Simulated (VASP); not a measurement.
Sn:

```
Sn
1.0
     4.57264    0.00000    0.00000
     2.28632    3.96002    0.00000
     2.28632    1.32001    3.73354
Sn
2
Direct
  0.00000 0.00000 0.00000
  0.25000 0.25000 0.25000
```

```yaml
Program: VASP 6.6.1
Task: relaxation of cell and atoms
Functional: PBEsol
Potentials_or_basis: VASP PAW PBE potentials, release 64 (Sn_d)
Cutoff: 500 eV
k_mesh: 5 × 5 × 5
Occupations: methfessel-paxton, width 0.02 eV
Spin: no spin polarisation
```

At the start: pressure 1.7 GPa; volume 33.80 Å³/atom.

**Question.** Where does the relaxation end?

**Answer.** Over 3 steps the energy falls by 6.6 meV/atom and the volume is 35.09 Å³/atom (+3.8 %); space group Fd-3m (No. 227, to 0.05 Å).

Step by step:
```
step  energy change (eV)  largest force (eV/Å)  pressure (GPa)  volume (Å³)
   1              0.0000                0.0000            1.71        67.61
   2             -0.0114                0.0000           -0.57        71.20
   3             -0.0132                0.0000            0.00        70.18
```

Final structure:
```
CELL_PARAMETERS angstrom
4.62992 0.00000 0.00000
2.31496 4.00962 0.00000
2.31496 1.33654 3.78031
ATOMIC_POSITIONS crystal
Sn 0.00000 0.00000 0.00000
Sn 0.25000 0.25000 0.25000
```

Caveat: the PAW data sets were made with another functional, which shifts forces and pressure a little.
